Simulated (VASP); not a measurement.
BaTiO3, 10 atoms in the cell. The structure is cubic, space group Pm-3m (No. 221). The conventional cell has a = 4.002 Å, b = 4.002 Å, c = 4.002 Å, α = 90.00°, β = 90.00°, γ = 90.00°. Ba (site symmetry m-3m) has 12 O at 2.83 Å and 8 Ti at 3.47 Å within 3.7 Å. Ti (site symmetry m-3m) has 6 O at 2.00 Å within 2.7 Å. O (site symmetry 4/mmm) has 2 Ti at 2.00 Å within 2.7 Å. O (site symmetry 4/mmm) has 2 Ti at 2.00 Å within 2.7 Å. 

```yaml
Program: VASP 6.6.1
Task: single point
Functional: PBE
Potentials_or_basis: VASP PAW PBE potentials, release 64 (Ba_sv, Ti_sv, O)
Cutoff: 520 eV
k_mesh: 5 × 5 × 6
Occupations: fermi-dirac, width 0.1 eV
Spin: no spin polarisation
Hubbard_terms: Ti d U = 2.65 eV, J = 0.65 eV
Dipole_correction: no
LDAUTYPE: 1
Hund's_J: 0.65
Further_INCAR_settings: ALGO = Normal; EDIFF = 1e-06; NBANDS = 51
```

Potentials or basis: VASP PAW PBE potentials, release 64 (Ba_sv, Ti_sv, O).

Run with:

```console
$ cat potpaw_PBE.64/Ba_sv/POTCAR potpaw_PBE.64/Ti_sv/POTCAR potpaw_PBE.64/O/POTCAR > POTCAR
$ mpirun -np 1 vasp_std > vasp.out
```

Hardware: 1 thread of Intel Xeon 8259CL, on a shared host.

Estimate the wall time of this run.

It took 6.2 min on 1 thread of Intel Xeon 8259CL, on a shared host, peak memory 0.3 GiB. Counts: scf iterations 17, k points 24.
